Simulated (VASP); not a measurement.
# WC (Qusongite) (P-6m2) in VASP: further runs

WC (Qusongite) is run at these levels: PBE; tasks: single point.

Everything below comes from runs of VASP 6.6.1. Logs are shortened: lines on timing, memory, paths and dates and some standing lists are left out, and cuts for length are marked.

### Step 1. The cell of the first run

Symmetry: P-6m2, No. 187, hexagonal system. Conventional cell: a = 2.827 Å, b = 2.827 Å, c = 2.759 Å, α = 90.00°, β = 90.00°, γ = 120.00°. Within 2.8 Å of W (site symmetry -6m2) lie 6 C at 2.14 Å and 2 W at 2.76 Å. C (site symmetry -6m2) has 6 W at 2.14 Å and 2 C at 2.76 Å within 2.8 Å.

### Step 2. Single point, PBE

INCAR

```
SYSTEM = WC
ALGO = Normal
EDIFF = 1E-6
ENCUT = 520
GGA = PE
ISIF = 2
ISMEAR = 1
LASPH = .TRUE.
LCHARG = .TRUE.
LELF = .TRUE.
LREAL = .FALSE.
LVHAR = .TRUE.
LWAVE = .FALSE.
NBANDS = 16
NELM = 80
PREC = Accurate
SIGMA = 0.1
```

KPOINTS

```
k-points
0
G
  11 11 10
  0 0 0
```

POSCAR

```
WC
1.0
    2.8268294234      0.0000000000      0.0000000000
   -1.4134147117      2.4481060966      0.0000000000
    0.0000000000      0.0000000000      2.7588454645
W C
1 1
Direct
    0.0000000000      0.0000000000      0.0000000000
    0.6666666667      0.3333333333      0.5000000000
```

Potentials or basis: VASP PAW PBE potentials, release 64 (W_sv, C).

Run with:

```sh
$ cat potpaw_PBE.64/W_sv/POTCAR potpaw_PBE.64/C/POTCAR > POTCAR
$ mpirun -np 1 vasp_std > vasp.out
```

OUTCAR:

```text
SYSTEM = WC
   EDIFF = 1E-6
   ENCUT = 520
   GGA = PE
   ISIF = 2
   ISMEAR = 1
   LASPH = .TRUE.
   LREAL = .FALSE.
   NELM = 80
   PREC = Accurate

 ion  position               nearest neighbor table
   1  0.000  0.000  0.000-   2 2.14   2 2.14   2 2.14   2 2.14   2 2.14   2 2.14
   2  0.667  0.333  0.500-   1 2.14   1 2.14   1 2.14   1 2.14   1 2.14   1 2.14

  LATTYP: Found a hexagonal cell.
 ALAT       =     2.8268294234
 C/A-ratio  =     0.9759504559

  Lattice vectors:

 A1 = (   2.8268294234,   0.0000000000,   0.0000000000)
 A2 = (  -1.4134147117,   2.4481060966,   0.0000000000)
 A3 = (   0.0000000000,   0.0000000000,   2.7588454645)

Analysis of symmetry for initial positions (statically):
=====================================================================
 Subroutine PRICEL returns:
 Original cell was already a primitive cell.

 Routine SETGRP: Setting up the symmetry group for a
 hexagonal supercell.

 Subroutine GETGRP returns: Found 12 space group operations
 (whereof 12 operations were pure point group operations)
 out of a pool of 24 trial point group operations.

The static configuration has the point symmetry D_3h.

Analysis of symmetry for dynamics (positions and initial velocities):
=====================================================================
 Subroutine PRICEL returns:
 Original cell was already a primitive cell.

 Routine SETGRP: Setting up the symmetry group for a
 hexagonal supercell.

 Subroutine GETGRP returns: Found 12 space group operations
 (whereof 12 operations were pure point group operations)
 out of a pool of 24 trial point group operations.

The dynamic configuration has the point symmetry D_3h.

 Subroutine INISYM returns: Found 12 space group operations
 (whereof 12 operations are pure point group operations),
 and found     1 'primitive' translations

----------------------------------------------------------------------------------------

                                     Primitive cell

  volume of cell :      19.0923

  direct lattice vectors                    reciprocal lattice vectors
     2.826829423  0.000000000  0.000000000     0.353753216  0.204239514  0.000000000
    -1.413414712  2.448106097  0.000000000     0.000000000  0.408479028  0.000000000
     0.000000000  0.000000000  2.758845464     0.000000000  0.000000000  0.362470466

  length of vectors
     2.826829423  2.826829427  2.758845464     0.408479029  0.408479028  0.362470466

  position of ions in fractional coordinates (direct lattice)
     0.000000000  0.000000000  0.000000000
     0.666666667  0.333333333  0.500000000
[... 74 lines left out ...]
   LASPH  =      T    aspherical Exc in radial PAW
   ENCUT  =  520.0 eV  38.22 Ry    6.18 a.u.   5.26  5.26  5.13*2*pi/ulx,y,z
   NELM   =     80;   NELMIN=  2; NELMDL= -5     # of ELM steps
   EDIFF  = 0.1E-05   stopping-criterion for ELM
   LREAL  =      F    real-space projection
   EDIFFG = 0.1E-04   stopping-criterion for IOM
   NSW    =      0    number of steps for IOM
   IBRION =     -1    ionic relax: 0-MD 1-quasi-New 2-CG
   NFREE  =      0    steps in history (QN), initial steepest desc. (CG)
   ISIF   =      2    stress and relaxation
   ISYM   =      2    0-nonsym 1-usesym 2-fastsym
   POTIM  = 0.5000    time-step for ionic-motion
   TEBEG  =    0.0;   TEEND  =   0.0 temperature during run
   PSTRESS=    0.0 pullay stress
   NELECT =      18.0000    total number of electrons
   NUPDOWN=      -1.0000    fix difference up-down
   EMIN   =  10.00;   EMAX   =-10.00  energy-range for DOS
   EFERMI =   0.00;   METHOD = LEGACY
   ISMEAR =     1;   SIGMA  =   0.10  broadening in eV -4-tet -1-fermi 0-gaus
   EFERMI_NEDOS =   21; number of points for ismear=-14 and -15
   IALGO  =     38    algorithm
   IMIX   =      4    mixing-type and parameters
     AMIX     =   0.40;   BMIX     =  1.00
     AMIX_MAG =   1.60;   BMIX_MAG =  1.00
  volume/ion in A,a.u.               =       9.55        64.42
  Fermi-wavevector in a.u.,A,eV,Ry     =   1.605264  3.033510 35.060500  2.576874
  Thomas-Fermi vector in A             =   2.701638
   LORBIT       =      0    0 simple, 1 ext, 2 COOP (PROOUT), +10 PAW based schemes
   GGA     = PE    functional components
   LHFCALC =     F    Hartree Fock is set to
   AEXX    =    0.0000 exact exchange contribution
   IVDW    =     0    specifies the selected vdW correction
   LEPSILON=     F    determine dielectric tensor
   LRPA    =     F    only Hartree local field effects (RPA)
 non-spin polarized calculation
 Methfessel and Paxton  Order N= 1 SIGMA  =   0.10
  energy-cutoff  :      520.00
  volume of cell :       19.09
 maximum number of plane-waves:       527
 NGX is ok and might be reduce to    24
   NGX = 11   NGY = 11   NGZ = 11

 number of electron      18.0000001 magnetization

 Free energy of the ion-electron system (eV)
  ---------------------------------------------------
  ext. energy  EPLUGINS =         0.00000000
  ---------------------------------------------------
  free energy    TOTEN  =       -22.17226999 eV

  energy without entropy =      -22.17213483  energy(sigma->0) =      -22.17222494

 E-fermi :  12.4247     XC(G=0): -14.2705

 val. band max:       12.4045421906   @ k =   0.0000   0.0000   0.1000
 cond. band min:      12.4262326903   @ k =   0.0000   0.0000   0.0000
 fundamental gap:      0.0216904997
 Fermi energy:        12.4246705927

 k-point     1 :       0.0000    0.0000    0.0000
  band No.  band energies     occupation
      1     -61.5264      2.00000
      2     -25.4997      2.00000
      3     -25.3677      2.00000
      4     -25.3677      2.00000
      5      -2.7857      2.00000
      6       7.4949      2.00000
[... 433 lines left out ...]
      3     -25.5235      2.00000
      4     -25.4994      2.00000
      5      -1.0619      2.00000
      6       6.5871      2.00000
[... 8 lines left out ...]
     15      26.4096      0.00000
     16      31.0407      0.00000

 [... further k-points ...]
[... 5 lines left out ...]
  --------------------------------------------------------------------------------------
  -------------------------------------------------------------------------------------
  Total        5.4942512      5.4942513      6.1924639      0.0000000      0.0000000      0.0000000
  in kB      461.0647119    461.0647133    519.6570888      0.0000000      0.0000000      0.0000000
  external PRESSURE =     480.5955046 kB  Pullay stress =       0.0000000 kB

 VOLUME and BASIS-vectors are now :
 -----------------------------------------------------------------------------
  energy-cutoff  :      520.00
  volume of cell :       19.09
      direct lattice vectors                 reciprocal lattice vectors
     2.826829423  0.000000000  0.000000000     0.353753216  0.204239514  0.000000000
    -1.413414712  2.448106097  0.000000000     0.000000000  0.408479028  0.000000000
     0.000000000  0.000000000  2.758845464     0.000000000  0.000000000  0.362470466

 POSITION                                       TOTAL-FORCE (eV/Angst)
 -----------------------------------------------------------------------------------
      0.00000      0.00000      0.00000        -0.000000      0.000000      0.000000
      1.41341      0.81604      1.37942         0.000000      0.000000      0.000000
 -----------------------------------------------------------------------------------
    total drift:                               -0.000000      0.000000      0.000000

  FREE ENERGIE OF THE ION-ELECTRON SYSTEM (eV)
  ---------------------------------------------------
  free  energy   TOTEN  =       -22.1722699944 eV

  energy  without entropy=      -22.1721348313  energy(sigma->0) =      -22.17222494
```

OSZICAR:

```text
N       E                     dE             d eps       ncg     rms          rms(c)
DAV:   1     0.110441528132E+03    0.11044E+03   -0.93970E+03  3072   0.128E+03
DAV:   2    -0.221049600158E+02   -0.13255E+03   -0.12822E+03  3664   0.340E+02
DAV:   3    -0.252116193102E+02   -0.31067E+01   -0.30966E+01  3392   0.496E+01
DAV:   4    -0.252260146925E+02   -0.14395E-01   -0.14395E-01  4008   0.380E+00
DAV:   5    -0.252261104386E+02   -0.95746E-04   -0.95747E-04  3352   0.292E-01    0.384E+01
DAV:   6    -0.222310172280E+02    0.29951E+01   -0.53690E+00  3560   0.256E+01    0.114E+01
DAV:   7    -0.221985860226E+02    0.32431E-01   -0.36125E-01  3176   0.465E+00    0.737E+00
DAV:   8    -0.221734167611E+02    0.25169E-01   -0.37357E-02  3456   0.162E+00    0.125E+00
DAV:   9    -0.221722839232E+02    0.11328E-02   -0.25509E-03  3432   0.353E-01    0.977E-02
DAV:  10    -0.221722747681E+02    0.91551E-05   -0.24220E-04  3568   0.174E-01    0.595E-02
DAV:  11    -0.221722706850E+02    0.40832E-05   -0.13593E-05  3648   0.354E-02    0.688E-03
DAV:  12    -0.221722699944E+02    0.69059E-06   -0.19603E-06  2848   0.126E-02
   1 F= -.22172270E+02 E0= -.22172225E+02  d E =-.135163E-03
```

Run time: 9.4 s. Hardware: 1 thread of Intel Xeon 6975P-C (Granite Rapids), shared host; peak memory 0.15 GiB.

Results:

| Quantity | Value |
| --- | --- |
| Free energy | -22.1723 eV |
| Pressure | 48.1 GPa |
| Band gap on the k mesh | zero (band 9 reaches 12.95 eV, above the bottom of band 10 at 11.62 eV) |

Stress tensor (GPa, compression positive):
```
46.11  0.00  0.00
 0.00 46.11  0.00
 0.00  0.00 51.97
```

Caveat: spin-orbit coupling is left out, which moves the levels of the heavy elements.

### Step 3. Single point, PBE

This run uses another cell than the first one, of 9.82 Å³/atom, 1.029 times its volume.

INCAR

```
PREC = Accurate
ENCUT = 520
EDIFF = 1E-6
ISMEAR = 1
SIGMA = 0.1
LREAL = F
LASPH = T
NELM = 60
ALGO = Normal
ISIF = 2
LWAVE = F
LCHARG = F
GGA = PE
NBANDS = 16
```

KPOINTS

```
regular mesh
0
Gamma
  11 11 10
```

POSCAR

```
WC
1.0
    2.8538820664      0.0000000000      0.0000000000
   -1.4269410332      2.4715343728      0.0000000000
    0.0000000000      0.0000000000      2.7852475037
W C
1 1
Direct
    0.0000000000      0.0000000000      0.0000000000
    0.6666666667      0.3333333333      0.5000000000
```

Potentials or basis: VASP PAW PBE potentials, release 64 (W_sv, C).

Run with:

```sh
$ cat potpaw_PBE.64/W_sv/POTCAR potpaw_PBE.64/C/POTCAR > POTCAR
$ mpirun -np 1 vasp_std > vasp.out
```

It took 9.8 s on 1 thread of Intel Xeon 6975P-C (Granite Rapids), shared host; peak memory 0.15 GiB.

The run converged. Its results:

* Free energy: -22.3110 eV
* Pressure: 32.4 GPa
* Band gap on the k mesh: zero (band 9 reaches 12.52 eV, above the bottom of band 10 at 11.23 eV)

Stress tensor (GPa, compression positive):
```
31.15  0.00  0.00
 0.00 31.15  0.00
 0.00  0.00 34.88
```

Levels at points of the mesh, in eV from the Fermi level:
| k point | band 6 | band 7 | band 8 | band 9 | band 10 | band 11 | band 12 | band 13 |
| --- | --- | --- | --- | --- | --- | --- | --- | --- |
| (0.00, 0.00, 0.00) | -4.73 | -3.66 | -3.66 | 0.02 | 3.41 | 3.41 | 5.85 | 5.85 |
| (0.00, 0.00, 0.50) | -9.09 | -2.25 | -2.25 | -0.74 | -0.74 | 3.81 | 4.58 | 4.58 |

Caveat: spin-orbit coupling is left out, which moves the levels of the heavy elements.
